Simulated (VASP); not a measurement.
# Ti (I4/mmm) in VASP: further runs, part 2 of 2

VASP 6.6.1. The steps go on from the part before.

**3. Single point, PBEsol (strain -0.025 along x and y, +0.000 along z)**

The input, INCAR:

```
ALGO = Fast
EDIFF = 1E-6
ENCUT = 520
GGA = PS
ISIF = 2
ISMEAR = 0
LASPH = T
LCHARG = F
LREAL = F
LWAVE = F
NBANDS = 12
NELM = 60
PREC = Accurate
SIGMA = 0.15
```

The input, KPOINTS:

```
k-points
0
Gamma
  26 26 26
```

The input, POSCAR:

```
Ti
1.0
    0.0000000000      1.9772231227      2.0279211515
    1.9772231227      0.0000000000      2.0279211515
    1.9772231227      1.9772231227      0.0000000000
Ti
1
Direct
    0.0000000000      0.0000000000      0.0000000000
```

Potentials or basis: VASP PAW PBE potentials, release 64 (Ti_sv).

The run is started by

```sh
cat potpaw_PBE.64/Ti_sv/POTCAR > POTCAR
mpirun -np 1 vasp_std > vasp.out
```

OUTCAR:

```text
EDIFF = 1E-6
   ENCUT = 520
   GGA = PS
   ISIF = 2
   ISMEAR = 0
   LASPH = T
   LREAL = F
   NELM = 60
   PREC = Accurate

 ion  position               nearest neighbor table
   1  0.000  0.000  0.000-

  LATTYP: Found a body centered tetragonal cell.
 ALAT       =     2.7962157560
 C/A-ratio  =     1.4504754486

  Lattice vectors:

 A1 = (  -1.9772231227,   0.0000000000,   2.0279211515)
 A2 = (   1.9772231227,   0.0000000000,   2.0279211515)
 A3 = (   0.0000000000,   1.9772231227,  -2.0279211515)

[... 540 lines left out ...]

 [... further k-points ...]

------------------------ aborting loop because EDIFF is reached ----------------------------------------

  FORCE on cell =-STRESS in cart. coord.  units (eV):
  Direction    XX          YY          ZZ          XY          YZ          ZX
  --------------------------------------------------------------------------------------
  -------------------------------------------------------------------------------------
  Total        0.6369060      0.6369060      0.5490519      0.0000000     -0.0000000     -0.0000000
  in kB       64.3566602     64.3566602     55.4793795      0.0000000     -0.0000000     -0.0000000
  external PRESSURE =      61.3975666 kB  Pullay stress =       0.0000000 kB

 VOLUME and BASIS-vectors are now :
 -----------------------------------------------------------------------------
  energy-cutoff  :      520.00
  volume of cell :       15.86
      direct lattice vectors                 reciprocal lattice vectors
     0.000000000  1.977223123  2.027921152    -0.252879907  0.252879907  0.246557910
     1.977223123  0.000000000  2.027921152     0.252879907 -0.252879907  0.246557910
     1.977223123  1.977223123  0.000000000     0.252879907  0.252879907 -0.246557910

 POSITION                                       TOTAL-FORCE (eV/Angst)
 -----------------------------------------------------------------------------------
      0.00000      0.00000      0.00000         0.000000      0.000000     -0.000000
 -----------------------------------------------------------------------------------
    total drift:                               -0.000000     -0.000000     -0.000000

  FREE ENERGIE OF THE ION-ELECTRON SYSTEM (eV)
  ---------------------------------------------------
  free  energy   TOTEN  =        -8.2773462812 eV

  energy  without entropy=       -8.2596466189  energy(sigma->0) =       -8.26849645
```

stdout:

```text
POSCAR found type information on POSCAR Ti
 POSCAR found :  1 types and       1 ions
 scaLAPACK will be used
 -----------------------------------------------------------------------------
|                                                                             |
|                                                                             |
|     You enforced a specific xc type in the INCAR file but a different       |
[... 18 lines left out ...]
WARNING in EDDRMM: call to ZHEGV failed, returncode =   6  3      6
WARNING in EDDRMM: call to ZHEGV failed, returncode =   6  3      9
WARNING in EDDRMM: call to ZHEGV failed, returncode =   6  3      5
WARNING in EDDRMM: call to ZHEGV failed, returncode =   8  4      4
WARNING in EDDRMM: call to ZHEGV failed, returncode =   6  3      6
WARNING in EDDRMM: call to ZHEGV failed, returncode =   8  4      8
WARNING in EDDRMM: call to ZHEGV failed, returncode =   8  4      8
```

It took 4 min on 1 thread of Intel Xeon Platinum 8488C (Sapphire Rapids), shared host; peak memory 0.36 GiB.

What came out:

```yaml
Free_energy: -8.2773 eV
Pressure: 6.1 GPa
Band_gap_on_the_k_mesh: zero (bands 6 and 7 overlap by 1.44 eV)
```

Caveat: the cell differs from its parent crystal (strain -0.025 along x and y, +0.000 along z); the cell stands under pressure; the PAW data sets were made with another functional, which shifts forces and pressure a little.

**4. Single point, PBEsol (strain -0.025 along x and y, +0.025 along z)**

The input, INCAR:

```
SYSTEM = Ti
ALGO = Fast
EDIFF = 1E-6
ENCUT = 520
GGA = PS
ISIF = 2
ISMEAR = 0
LASPH = .TRUE.
LCHARG = .FALSE.
LREAL = .FALSE.
LWAVE = .FALSE.
NBANDS = 12
NELM = 80
PREC = Accurate
SIGMA = 0.15
```

The input, KPOINTS:

```
k-points
0
G
  26 26 26
  0 0 0
```

The input, POSCAR:

```
Ti
1.0
    0.0000000000      1.9772231227      2.0786191803
    1.9772231227      0.0000000000      2.0786191803
    1.9772231227      1.9772231227      0.0000000000
Ti
1
Direct
    0.0000000000      0.0000000000      0.0000000000
```

The run is started by

```sh
cat potpaw_PBE.64/Ti_sv/POTCAR > POTCAR
mpirun -np 1 vasp_std > vasp.out
```

Wall time 3.6 min (1 thread of Intel Xeon Platinum 8488C (Sapphire Rapids), shared host); peak memory 0.36 GiB.

It converged, with:

```yaml
Free_energy: -8.2863 eV
Pressure: 2.2 GPa
Band_gap_on_the_k_mesh: zero (bands 6 and 7 overlap by 1.35 eV)
```

Stress tensor (GPa, compression positive):
```
2.73 0.00 0.00
0.00 2.73 0.00
0.00 0.00 1.09
```

Levels at points of the mesh, in eV from the Fermi level:
| k point | band 4 | band 5 | band 6 | band 7 | band 8 | band 9 |
| --- | --- | --- | --- | --- | --- | --- |
| (0.00, 0.00, 0.00) | -32.23 | -6.24 | 0.64 | 1.08 | 1.08 | 2.43 |
| (0.50, 0.00, 0.00) | -32.30 | -2.74 | 0.56 | 0.84 | 1.02 | 3.80 |
| (0.50, 0.50, 0.00) | -32.47 | -2.83 | -1.82 | 2.54 | 3.90 | 4.19 |
| (0.50, 0.00, 0.50) | -32.50 | -2.81 | -1.92 | 3.50 | 3.85 | 4.03 |

Caveat: the cell differs from its parent crystal (strain -0.025 along x and y, +0.025 along z); the PAW data sets were made with another functional, which shifts forces and pressure a little.

**5. Single point, PBEsol (strain +0.000 along x and y, -0.025 along z)**

The input, INCAR:

```
PREC     = Accurate       # precision mode
ENCUT    = 520            # plane-wave cutoff, eV
EDIFF    = 1E-7           # SCF threshold, eV
ISMEAR   = 0              # smearing method
SIGMA    = 0.15           # smearing width, eV
LREAL    = False          # projectors in reciprocal space
LASPH    = True           # aspherical terms in the spheres
NELM     = 60             # most SCF steps
ALGO     = Fast           # electronic algorithm
ISIF     = 2              # what is computed and relaxed
LWAVE    = False          # write WAVECAR
LCHARG   = True           # write CHGCAR
GGA      = PS             # functional
LELF     = True           # ELF
LVHAR    = True         
NBANDS   = 12             # bands
```

The input, KPOINTS:

```
regular mesh
0
Gamma
  26 26 26
```

The input, POSCAR:

```
Ti
1.0
    0.0000000000      2.0279211515      1.9772231227
    2.0279211515      0.0000000000      1.9772231227
    2.0279211515      2.0279211515      0.0000000000
Ti
1
Direct
    0.0000000000      0.0000000000      0.0000000000
```

The run is started by

```sh
cat potpaw_PBE.64/Ti_sv/POTCAR > POTCAR
mpirun -np 1 vasp_std > vasp.out
```

It took 4.5 min on 1 thread of Intel Xeon Platinum 8488C (Sapphire Rapids), shared host; peak memory 0.36 GiB.

The run converged. Its results:

```yaml
Free_energy: -8.2886 eV
Pressure: 2.8 GPa
Band_gap_on_the_k_mesh: zero (bands 6 and 7 overlap by 1.45 eV)
```

Stress tensor (GPa, compression positive):
```
2.46 0.00 0.00
0.00 2.46 0.00
0.00 0.00 3.35
```

Levels at points of the mesh, in eV from the Fermi level:
| k point | band 2 | band 3 | band 4 | band 5 | band 6 | band 7 | band 8 | band 9 | band 10 | band 11 |
| --- | --- | --- | --- | --- | --- | --- | --- | --- | --- | --- |
| (0.00, 0.00, 0.00) | -32.24 | -32.24 | -32.23 | -6.25 | 0.85 | 0.85 | 1.06 | 2.57 | 2.81 | 15.64 |
| (0.50, 0.00, 0.00) | -33.08 | -32.36 | -32.33 | -2.75 | 0.65 | 0.82 | 0.90 | 3.83 | 3.94 | 8.89 |
| (0.50, 0.50, 0.00) | -33.02 | -32.55 | -32.55 | -2.82 | -1.94 | 3.49 | 3.86 | 4.21 | 4.21 | 12.09 |
| (0.50, 0.00, 0.50) | -33.02 | -32.54 | -32.50 | -2.83 | -1.87 | 2.99 | 3.87 | 4.11 | 4.27 | 12.41 |

Caveat: the cell differs from its parent crystal (strain +0.000 along x and y, -0.025 along z); the PAW data sets were made with another functional, which shifts forces and pressure a little.

**6. Single point, PBEsol (strain -0.025 along x and y, +0.050 along z)**

The input, INCAR:

```
PREC = Accurate
ENCUT = 520
EDIFF = 1E-6
ISMEAR = 0
SIGMA = 0.15
LREAL = False
LASPH = True
NELM = 80
ALGO = Fast
ISIF = 2
LWAVE = False
LCHARG = False
GGA = PS
NBANDS = 12
```

The input, KPOINTS:

```
Automatic mesh
0
Gamma
  26 26 26
```

The input, POSCAR:

```
Ti
1.0
    0.0000000000      1.9772231227      2.1293172091
    1.9772231227      0.0000000000      2.1293172091
    1.9772231227      1.9772231227      0.0000000000
Ti
1
Direct
    0.0000000000      0.0000000000      0.0000000000
```

Potentials or basis: VASP PAW PBE potentials, release 64 (Ti_sv).

The run is started by

```sh
cat potpaw_PBE.64/Ti_sv/POTCAR > POTCAR
mpirun -np 1 vasp_std > vasp.out
```

It took 3.5 min on 1 thread of Intel Xeon Platinum 8488C (Sapphire Rapids), shared host; peak memory 0.36 GiB.

The run converged. Its results:

- Free energy: -8.2865 eV
- Pressure: -0.1 GPa
- Band gap on the k mesh: zero (bands 6 and 7 overlap by 1.29 eV)

Stress tensor (GPa, compression positive):
```
 0.68  0.00  0.00
 0.00  0.68  0.00
 0.00  0.00 -1.62
```

Levels at points of the mesh, in eV from the Fermi level:
```
           k point  band 4  band 5  band 6  band 7  band 8  band 9
(0.00, 0.00, 0.00)  -32.28   -6.17    0.51    1.16    1.16    2.23
(0.50, 0.00, 0.00)  -32.34   -2.67    0.47    0.79    1.13    3.66
(0.50, 0.50, 0.00)  -32.50   -2.74   -1.71    2.17    3.82    4.07
(0.50, 0.00, 0.50)  -32.54   -2.71   -1.83    3.54    3.72    3.84
```

Caveat: the cell differs from its parent crystal (strain -0.025 along x and y, +0.050 along z); the PAW data sets were made with another functional, which shifts forces and pressure a little.

**7. The runs side by side**

```tsv
cell	further INCAR settings	gap on the mesh (eV)	pressure (GPa)
a = 2.834, b = 2.834, c = 2.725 Å, angles 61.3, 61.3, 57.5°, 1 atom	ALGO = Fast; EDIFF = 1e-06; NBANDS = 12	none	9.7
a = 2.832, b = 2.832, c = 2.796 Å, angles 60.4, 60.4, 59.2°, 1 atom	ALGO = Fast; EDIFF = 1e-06; NBANDS = 12	none	6.1
a = 2.869, b = 2.869, c = 2.796 Å, angles 60.8, 60.8, 58.3°, 1 atom	ALGO = Fast; EDIFF = 1e-06; NBANDS = 12	none	2.2
a = 2.832, b = 2.832, c = 2.868 Å, angles 59.6, 59.6, 60.8°, 1 atom	ALGO = Fast; EDIFF = 1e-07; NBANDS = 12	none	2.8
a = 2.906, b = 2.906, c = 2.796 Å, angles 61.2, 61.2, 57.5°, 1 atom	ALGO = Fast; EDIFF = 1e-06; NBANDS = 12	none	-0.1
```

Alike in all rows: task single point; level PBEsol; potentials or basis VASP PAW PBE potentials, release 64 (Ti_sv); no spin polarisation; k mesh 26 × 26 × 26; cutoff (eV) 520; smearing gaussian 0.15 eV.

Caveats: the PAW data sets were made with another functional, which shifts forces and pressure a little; the cell stands under pressure (at least some runs).

Absolute energies hang on the potentials; compare differences alone.
